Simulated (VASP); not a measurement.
# SnO2 (C2/m) in VASP: further runs

SnO2 is run at these levels: PBE; tasks: electric field gradients.

Everything below comes from runs of VASP 6.6.1. Logs are shortened: lines on timing, memory, paths and dates and some standing lists are left out, and cuts for length are marked.

**1. The cell of the first run**

The structure is monoclinic, space group C2/m (No. 12). Conventional cell: a = 6.601 Å, b = 6.800 Å, c = 3.187 Å, α = 90.00°, β = 92.45°, γ = 90.00°. Sn (site symmetry 2/m) has 6 O at 2.02 to 2.07 Å within 2.7 Å. Within 2.7 Å of Sn (site symmetry 2/m) lie 6 O at 2.00 to 2.09 Å. O (site symmetry m) has 3 Sn at 2.00 to 2.09 Å and 1 O at 2.57 Å within 2.7 Å. O (site symmetry 2) has 3 Sn at 2.07 to 2.08 Å and 1 O at 2.64 Å within 2.7 Å.

**2. Electric field gradients, PBE (equal xy, yz and zx shear strains of -3 %)**

Input file INCAR:

```
PREC = Accurate
ENCUT = 520
EDIFF = 1E-8
ISMEAR = -1
SIGMA = 0.03
LREAL = False
LASPH = True
NELM = 100
ALGO = Normal
ISIF = 2
LWAVE = False
LCHARG = False
GGA = PE
LEFG = True
NBANDS = 35
```

Input file KPOINTS:

```
regular mesh
0
Gamma
  4 4 6
```

Input file POSCAR:

```
SnO2
1.0
    4.7373500000     -0.0710602500     -0.0710602500
   -0.0710602500      4.7373500000     -0.0710602500
   -0.0477960000     -0.0477960000      3.1864000000
Sn O
2 4
Direct
    0.0000000000      0.0000000000      0.0000000000
    0.5000000000      0.5000000000      0.5000000000
    0.3056200000      0.3056200000      0.0000000000
    0.1943800000      0.8056200000      0.5000000000
    0.6943800000      0.6943800000      0.0000000000
    0.8056200000      0.1943800000      0.5000000000
```

Potentials or basis: VASP PAW PBE potentials, release 64 (Sn_d, O).

Run with:

```console
$ cat potpaw_PBE.64/Sn_d/POTCAR potpaw_PBE.64/O/POTCAR > POTCAR
$ mpirun -np 1 vasp_std > vasp.out
```

OUTCAR:

```text
PREC = Accurate
   ENCUT = 520
   EDIFF = 1E-8
   ISMEAR = -1
   LREAL = False
   LASPH = True
   NELM = 100
   ISIF = 2
   GGA = PE

 ion  position               nearest neighbor table
   1  0.000  0.000  0.000-   3 2.02   5 2.02   4 2.07   6 2.07   4 2.07   6 2.07   2 3.60   2 3.60
                             2 3.73   2 3.73   2 3.75   2 3.75   2 3.75   2 3.75
   2  0.500  0.500  0.500-   5 2.00   3 2.00   6 2.08   4 2.08   3 2.09   5 2.09   1 3.60   1 3.60
                             1 3.73   1 3.73   1 3.75   1 3.75   1 3.75   1 3.75
   3  0.306  0.306  0.000-   2 2.00   1 2.02   2 2.09
   4  0.194  0.806  0.500-   1 2.07   1 2.07   2 2.08
   5  0.694  0.694  0.000-   2 2.00   1 2.02   2 2.09
   6  0.806  0.194  0.500-   1 2.07   1 2.07   2 2.08

  LATTYP: Found a base centered monoclinic cell.
 ALAT       =     8.9779687500
 B/A-ratio  =     0.7574228847
 C/A-ratio  =     0.3549930890
 COS(beta)  =    -0.6785708604

  Lattice vectors:

 A1 = (  -4.6895540000,   0.1188562500,  -3.1153397500)
 A2 = (   0.1188562500,  -4.6895540000,  -3.1153397500)
 A3 = (  -0.0477960000,  -0.0477960000,   3.1864000000)

Analysis of symmetry for initial positions (statically):
=====================================================================
 Subroutine PRICEL returns:
 Original cell was already a primitive cell.

 Routine SETGRP: Setting up the symmetry group for a
 base centered monoclinic supercell.

 Subroutine GETGRP returns: Found  4 space group operations
 (whereof  4 operations were pure point group operations)
 out of a pool of  4 trial point group operations.

The static configuration has the point symmetry C_2h.

Analysis of symmetry for dynamics (positions and initial velocities):
=====================================================================
 Subroutine PRICEL returns:
 Original cell was already a primitive cell.

 Routine SETGRP: Setting up the symmetry group for a
 base centered monoclinic supercell.

 Subroutine GETGRP returns: Found  4 space group operations
 (whereof  4 operations were pure point group operations)
 out of a pool of  4 trial point group operations.

The dynamic configuration has the point symmetry C_2h.

 Subroutine INISYM returns: Found  4 space group operations
 (whereof  4 operations are pure point group operations),
 and found     1 'primitive' translations

----------------------------------------------------------------------------------------

                                     Primitive cell

  volume of cell :      71.4620

  direct lattice vectors                    reciprocal lattice vectors
     4.737350000 -0.071060250 -0.071060250     0.211184958  0.003216015  0.003216015
    -0.071060250  4.737350000 -0.071060250     0.003216015  0.211184958  0.003216015
    -0.047796000 -0.047796000  3.186400000     0.004781379  0.004781379  0.313977235

  length of vectors
     4.738415784  4.738415784  3.187116859     0.211233927  0.211233927  0.314050039

  position of ions in fractional coordinates (direct lattice)
     0.000000000  0.000000000  0.000000000
     0.500000000  0.500000000  0.500000000
     0.305620000  0.305620000  1.000000000
     0.194380000  0.805620000  0.500000000
     0.694380000  0.694380000  1.000000000
     0.805620000  0.194380000  0.500000000

  ion indices of the primitive-cell ions
   primitive index   ion index
                 1           1
                 2           2
                 3           3
                 4           4
                 5           5
                 6           6

----------------------------------------------------------------------------------------

 KPOINTS: regular mesh

Automatic generation of k-mesh.
 Grid dimensions read from file:
 generate k-points for:    4    4    6

 Generating k-lattice:

  Cartesian coordinates                     Fractional coordinates (reciprocal lattice)
     0.052796240  0.000804004  0.000804004     0.250000000 -0.000000000  0.000000000
     0.000804004  0.052796240  0.000804004    -0.000000000  0.250000000  0.000000000
     0.000796897  0.000796897  0.052329539    -0.000000000 -0.000000000  0.166666667

  Length of vectors
     0.052808482  0.052808482  0.052341673

  Shift w.r.t. Gamma in fractional coordinates (k-lattice)
     0.000000000  0.000000000  0.000000000

 Subroutine IBZKPT returns following result:
 ===========================================

 Found     34 irreducible k-points:

 Following reciprocal coordinates:
            Coordinates               Weight
  0.000000  0.000000  0.000000      1.000000
  0.250000  0.000000  0.000000      4.000000
  0.500000  0.000000  0.000000      2.000000
  0.250000  0.250000  0.000000      2.000000
  0.500000  0.250000  0.000000      4.000000
 -0.250000  0.250000  0.000000      2.000000
[... 16 lines left out ...]
  0.500000  0.250000  0.333333      4.000000
 -0.250000  0.250000  0.333333      4.000000
 [... further k-points ...]
   k-points           NKPTS =     34   k-points in BZ     NKDIM =     34   number of bands    NBANDS=     35
   number of dos      NEDOS =    301   number of ions     NIONS =      6
   total plane-waves  NPLWV =  31104
   dimension x,y,z NGX =    36 NGY =   36 NGZ =   24
   dimension x,y,z NGXF=    72 NGYF=   72 NGZF=   48
   ions per type =               2   4
   NGX,Y,Z   is equivalent  to a cutoff of  12.63, 12.63, 12.52 a.u.
   NGXF,Y,Z  is equivalent  to a cutoff of  25.26, 25.26, 25.04 a.u.
 SYSTEM =  unknown system
   PREC   = accura    normal or accurate (medium, high low for compatibility)
   ISTART =      0    job   : 0-new  1-cont  2-samecut
   ICHARG =      2    charge: 1-file 2-atom 10-const
   ISPIN  =      1    spin polarized calculation?
   LNONCOLLINEAR =      F non collinear calculations
   LSORBIT =      F    spin-orbit coupling
   LASPH  =      T    aspherical Exc in radial PAW
   ENCUT  =  520.0 eV  38.22 Ry    6.18 a.u.   8.81  8.81  5.93*2*pi/ulx,y,z
   NELM   =    100;   NELMIN=  2; NELMDL= -5     # of ELM steps
   EDIFF  = 0.1E-07   stopping-criterion for ELM
   LREAL  =      F    real-space projection
   EDIFFG = 0.1E-06   stopping-criterion for IOM
   NSW    =      0    number of steps for IOM
   IBRION =     -1    ionic relax: 0-MD 1-quasi-New 2-CG
   NFREE  =      0    steps in history (QN), initial steepest desc. (CG)
   ISIF   =      2    stress and relaxation
   ISYM   =      2    0-nonsym 1-usesym 2-fastsym
   POTIM  = 0.5000    time-step for ionic-motion
   TEBEG  =    0.0;   TEEND  =   0.0 temperature during run
   PSTRESS=    0.0 pullay stress
   NELECT =      52.0000    total number of electrons
   NUPDOWN=      -1.0000    fix difference up-down
   EMIN   =  10.00;   EMAX   =-10.00  energy-range for DOS
   EFERMI =   0.00;   METHOD = LEGACY
   ISMEAR =    -1;   SIGMA  =   0.03  broadening in eV -4-tet -1-fermi 0-gaus
   EFERMI_NEDOS =   21; number of points for ismear=-14 and -15
   IALGO  =     38    algorithm
   IMIX   =      4    mixing-type and parameters
     AMIX     =   0.40;   BMIX     =  1.00
     AMIX_MAG =   1.60;   BMIX_MAG =  1.00
  volume/ion in A,a.u.               =      11.91        80.37
  Fermi-wavevector in a.u.,A,eV,Ry     =   1.472485  2.782593 29.500323  2.168213
  Thomas-Fermi vector in A             =   2.587494
   LORBIT       =      0    0 simple, 1 ext, 2 COOP (PROOUT), +10 PAW based schemes
   GGA     = PE    functional components
   LHFCALC =     F    Hartree Fock is set to
   AEXX    =    0.0000 exact exchange contribution
   IVDW    =     0    specifies the selected vdW correction
   LEPSILON=     F    determine dielectric tensor
   LRPA    =     F    only Hartree local field effects (RPA)
 non-spin polarized calculation
  energy-cutoff  :      520.00
  volume of cell :       71.46
 maximum number of plane-waves:      1942
   NGX = 17   NGY = 17   NGZ = 11

 number of electron      51.9999980 magnetization

 Free energy of the ion-electron system (eV)
  ---------------------------------------------------
  ext. energy  EPLUGINS =         0.00000000
  ---------------------------------------------------
  free energy    TOTEN  =       -37.06625944 eV

  energy without entropy =      -37.06625944  energy(sigma->0) =      -37.06625944

 E-fermi :   6.8215     XC(G=0): -11.2648

 val. band max:        6.1724594708   @ k =   0.0000   0.0000   0.0000
 cond. band min:       7.4174390945   @ k =   0.0000   0.0000   0.0000
 fundamental gap:      1.2449796237
 Fermi energy:         6.8215091764

 k-point     1 :       0.0000    0.0000    0.0000
  band No.  band energies     occupation
      1     -15.0036      2.00000
      2     -14.1660      2.00000
      3     -13.9750      2.00000
      4     -13.9116      2.00000
      5     -13.8032      2.00000
      6     -13.7889      2.00000
[... 27 lines left out ...]
     34      18.5658      0.00000
     35      18.7916      0.00000

 k-point     2 :       0.2500    0.0000    0.0000
  band No.  band energies     occupation
      1     -14.9047      2.00000
      2     -14.2844      2.00000
      3     -13.9747      2.00000
      4     -13.9352      2.00000
      5     -13.8305      2.00000
      6     -13.7946      2.00000
[... 27 lines left out ...]
     34      18.3632      0.00000
     35      18.7769      0.00000

 k-point     3 :       0.5000    0.0000    0.0000
  band No.  band energies     occupation
      1     -14.6880      2.00000
      2     -14.5519      2.00000
      3     -13.9745      2.00000
      4     -13.9463      2.00000
      5     -13.8428      2.00000
      6     -13.7818      2.00000
[... 27 lines left out ...]
     34      18.6678      0.00000
     35      18.8317      0.00000
[... 723 lines left out ...]
 k-point    23 :       0.5000    0.2500    0.3333
  band No.  band energies     occupation
      1     -14.8543      2.00000
      2     -14.5556      2.00000
      3     -14.1374      2.00000
      4     -14.0823      2.00000
      5     -13.7952      2.00000
      6     -13.7849      2.00000
[... 27 lines left out ...]
     34      18.2092      0.00000
     35      18.8224      0.00000

 k-point    24 :      -0.2500    0.2500    0.3333
  band No.  band energies     occupation
      1     -14.7098      2.00000
      2     -14.6203      2.00000
      3     -14.3776      2.00000
      4     -13.9104      2.00000
      5     -13.7905      2.00000
      6     -13.7821      2.00000
[... 27 lines left out ...]
     34      18.2323      0.00000
     35      18.7282      0.00000

 [... further k-points ...]
[... 5 lines left out ...]
  --------------------------------------------------------------------------------------
  -------------------------------------------------------------------------------------
  Total        5.0200028      5.0200028      6.2094829      2.9441910      1.6560634      1.6560633
  in kB      112.5484412    112.5484412    139.2165804     66.0087494     37.1289335     37.1289314
  external PRESSURE =     121.4378210 kB  Pullay stress =       0.0000000 kB

 VOLUME and BASIS-vectors are now :
 -----------------------------------------------------------------------------
  energy-cutoff  :      520.00
  volume of cell :       71.46
      direct lattice vectors                 reciprocal lattice vectors
     4.737350000 -0.071060250 -0.071060250     0.211184958  0.003216015  0.003216015
    -0.071060250  4.737350000 -0.071060250     0.003216015  0.211184958  0.003216015
    -0.047796000 -0.047796000  3.186400000     0.004781379  0.004781379  0.313977235

 POSITION                                       TOTAL-FORCE (eV/Angst)
 -----------------------------------------------------------------------------------
      0.00000      0.00000      0.00000        -0.000000      0.000000      0.000000
      2.30925      2.30925      1.52214        -0.000000      0.000000      0.000000
      1.42611      1.42611     -0.04343         0.019129      0.019129     -0.426170
      0.83970      3.77879      1.52214         0.100437     -0.100437      0.000000
      3.24018      3.24018     -0.09869        -0.019129     -0.019129      0.426170
      3.77879      0.83970      1.52214        -0.100437      0.100437     -0.000000
 -----------------------------------------------------------------------------------
    total drift:                                0.000000      0.000000      0.000000

  FREE ENERGIE OF THE ION-ELECTRON SYSTEM (eV)
  ---------------------------------------------------
  free  energy   TOTEN  =       -37.0662594411 eV

  energy  without entropy=      -37.0662594410  energy(sigma->0) =      -37.06625944

 Electric field gradients (V/A^2)
---------------------------------------------------------------------
 ion       V_xx      V_yy      V_zz      V_xy      V_xz      V_yz
---------------------------------------------------------------------
   1      13.466    13.466   -26.932   -54.343     7.624     7.624
   2      36.660    36.660   -73.320     9.977   -52.308   -52.308
   3     -24.848   -24.848    49.697    81.372     0.639     0.639
   4     -21.403   -21.403    42.805   -84.351    -5.840    -5.840
   5     -24.848   -24.848    49.697    81.372     0.639     0.639
   6     -21.403   -21.403    42.805   -84.351    -5.840    -5.840
---------------------------------------------------------------------

 Electric field gradients after diagonalization (V/A^2)
 (convention: |V_zz| > |V_xx| > |V_yy|)
----------------------------------------------------------------------
 ion       V_xx      V_yy      V_zz     asymmetry (V_yy - V_xx)/ V_zz
----------------------------------------------------------------------
   1     -46.744   -21.065    67.809       0.379
   2      81.894    26.683  -108.577       0.508
   3      56.641    49.579  -106.220       0.066
   4      62.948    43.263  -106.211       0.185
   5      56.641    49.579  -106.220       0.066
   6      62.948    43.263  -106.211       0.185
----------------------------------------------------------------------

           NMR quadrupolar parameters

 Cq : quadrupolar parameter    Cq=e*Q*V_zz/h
 eta: asymmetry parameters     (V_yy - V_xx)/ V_zz
 Q  : nuclear electric quadrupole moment in mb (millibarn)
----------------------------------------------------------------------
 ion       Cq(MHz)       eta       Q (mb)
----------------------------------------------------------------------
   1       0.164       0.379       1.000
   2      -0.263       0.508       1.000
   3      -0.257       0.066       1.000
   4      -0.257       0.185       1.000
   5      -0.257       0.066       1.000
   6      -0.257       0.185       1.000
----------------------------------------------------------------------
```

Wall time 2.7 min (1 thread of AMD EPYC 7R13, shared host); peak memory 0.18 GiB.

What came out:

- Free energy: -37.0663 eV
- Pressure: 12.1 GPa
- Largest force: 0.427 eV/Å
- Band gap on the k mesh: 1.24 eV, direct

Forces in eV/Å, atoms in the order of the input:
```
Sn   0.000  0.000  0.000
Sn   0.000  0.000  0.000
O    0.019  0.019 -0.426
O    0.100 -0.100  0.000
O   -0.019 -0.019  0.426
O   -0.100  0.100  0.000
```

Stress tensor (GPa, compression positive):
```
11.25  6.60  3.71
 6.60 11.25  3.71
 3.71  3.71 13.92
```

Levels at points of the mesh, in eV from the valence-band top:
| k point | band 23 | band 24 | band 25 | band 26 | band 27 | band 28 | band 29 | band 30 |
| --- | --- | --- | --- | --- | --- | --- | --- | --- |
| (0.00, 0.00, 0.00) | -1.10 | -0.88 | -0.70 | 0.00 | 1.24 | 6.18 | 6.20 | 6.39 |
| (0.50, 0.00, 0.00) | -1.32 | -1.09 | -0.63 | -0.62 | 4.34 | 4.53 | 7.00 | 7.17 |
| (0.50, 0.50, 0.00) | -1.48 | -1.19 | -1.10 | -0.74 | 4.77 | 4.96 | 7.45 | 7.54 |
| (0.00, 0.00, 0.50) | -1.77 | -1.59 | -1.47 | -1.05 | 6.15 | 6.23 | 9.58 | 9.79 |
| (0.50, 0.00, 0.50) | -1.26 | -0.97 | -0.79 | -0.63 | 6.39 | 6.54 | 7.78 | 8.30 |
| (0.50, 0.50, 0.50) | -1.05 | -1.02 | -0.91 | -0.64 | 4.75 | 4.92 | 8.75 | 9.05 |

Electric field gradients, principal values (V/Å²):
| atom | least | middle | greatest (by size) |
| --- | --- | --- | --- |
| 1 Sn | -21.065 | -46.744 | 67.809 |
| 2 Sn | 26.683 | 81.894 | -108.577 |
| 3 O | 49.579 | 56.641 | -106.220 |
| 4 O | 43.263 | 62.948 | -106.211 |
| 5 O | 49.579 | 56.641 | -106.220 |
| 6 O | 43.263 | 62.948 | -106.211 |

Caveat: the cell differs from its parent crystal (equal xy, yz and zx shear strains of -3 %); without QUAD_EFG the Cq values of the log hold for a quadrupole moment of 1 mb, not for the nuclei; spin-orbit coupling is left out, which moves the levels of the heavy elements.

(Continued in part 2 of 2.)
